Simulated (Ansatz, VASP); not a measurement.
# Two plane-wave programs on Be2C

Contents of INCAR:

```
ALGO = Normal ; EDIFF = 1E-6
ENCUT = 600 ; GGA = PE
GGA_COMPAT = F ; ISIF = 2
ISMEAR = 0 ; IVDW = 12
LASPH = T ; LCHARG = F
LREAL = F ; LWAVE = F
NBANDS = 11 ; NELM = 120
PREC = Accurate ; SIGMA = 0.01
```

KPOINTS

```
k-points
0
Gamma
  8 8 8
```

POSCAR

```
Be2C
1.0
    0.0000000000      2.1934901093      2.1934901093
    2.1934901093      0.0000000000      2.1934901093
    2.1934901093      2.1934901093      0.0000000000
Be C
2 1
Direct
    0.2500000000      0.2500000000      0.2500000000
    0.7500000000      0.7500000000      0.7500000000
    0.0000000000      0.0000000000      0.0000000000
```

Input for Ansatz:

```yaml
crystal:
  lattice:
    - [0.0, 2.1934901092706838, 2.1934901092706838]
    - [2.1934901092706838, 0.0, 2.1934901092706838]
    - [2.1934901092706838, 2.1934901092706838, 0.0]
  atoms:
    - { symbol: Be, position: [0.25, 0.25, 0.25] }
    - { symbol: Be, position: [0.75, 0.75, 0.75] }
    - { symbol: C, position: [0.0, 0.0, 0.0] }
basis:
  ecutwfc: 500.0
kpoints:
  mp_grid:
    grid: [8, 8, 8]
hamiltonian:
  xc: pbe
  dispersion: d3bj
scf:
  occupations:
    method: fixed
output:
  stress: true
```

Alike in both runs: task single point; functional PBE; dispersion D3(BJ); k mesh 8 × 8 × 8; no spin polarisation.

|  | VASP | Ansatz |
| --- | --- | --- |
| version | VASP 6.6.1 | Ansatz 0.2.0 |
| potentials or method | VASP PAW PBE potentials, release 64 (Be, C), cutoff 600 eV | plane waves, PAW |
| occupations | gaussian, width 0.01 eV | fixed |
| valence electrons in the cell | 8 | 8 |

|  | VASP | Ansatz | Ansatz less VASP |
| --- | --- | --- | --- |
| pressure (GPa) | -14.3 | -14.6 | -0.24 |
